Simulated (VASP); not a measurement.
Input of a VASP 6.6.1 run:

The input INCAR:

```
SYSTEM = Be
PREC     = Accurate       ! precision mode
ENCUT    = 520            ! plane-wave cutoff, eV
EDIFF    = 1E-8           ! SCF threshold, eV
ISMEAR   = -1             ! smearing method
SIGMA    = 0.03           ! smearing width, eV
LREAL    = .FALSE.        ! projectors in reciprocal space
LASPH    = .TRUE.         ! aspherical terms in the spheres
NELM     = 60             ! most SCF steps
ALGO     = Normal         ! electronic algorithm
ISIF     = 2              ! what is computed and relaxed
LWAVE    = .FALSE.        ! write WAVECAR
LCHARG   = .FALSE.        ! write CHGCAR
GGA      = PE             ! functional
LEFG     = .TRUE.       
NBANDS   = 7              ! bands
```

The input KPOINTS:

```
Automatic mesh
0
G
  23 23 23
  0 0 0
```

POSCAR

```
Be
1.0
   -1.2531209513      1.2531209513      1.2280585323
    1.2531209513     -1.2531209513      1.2280585323
    1.2531209513      1.2531209513     -1.2280585323
Be
1
Direct
    0.0000000000      0.0000000000      0.0000000000
```

Potentials or basis: VASP PAW PBE potentials, release 64 (Be).

Launch:

```bash
$ cat potpaw_PBE.64/Be/POTCAR > POTCAR
$ mpirun -np 1 vasp_std > vasp.out
```

Problem. Predict the band gap on the k mesh.

Solution. Zero (band 1 reaches 11.91 eV, above the bottom of band 2 at 6.83 eV).

Problem. What does it give for the pressure?

Solution. 1.9 GPa.

Stress tensor (GPa, compression positive):
```
1.79 0.00 0.00
0.00 1.79 0.00
0.00 0.00 2.04
```

Caveat: the cell differs from its parent crystal (zz strain of -2 %); without QUAD_EFG the Cq values of the log hold for a quadrupole moment of 1 mb, not for the nuclei.
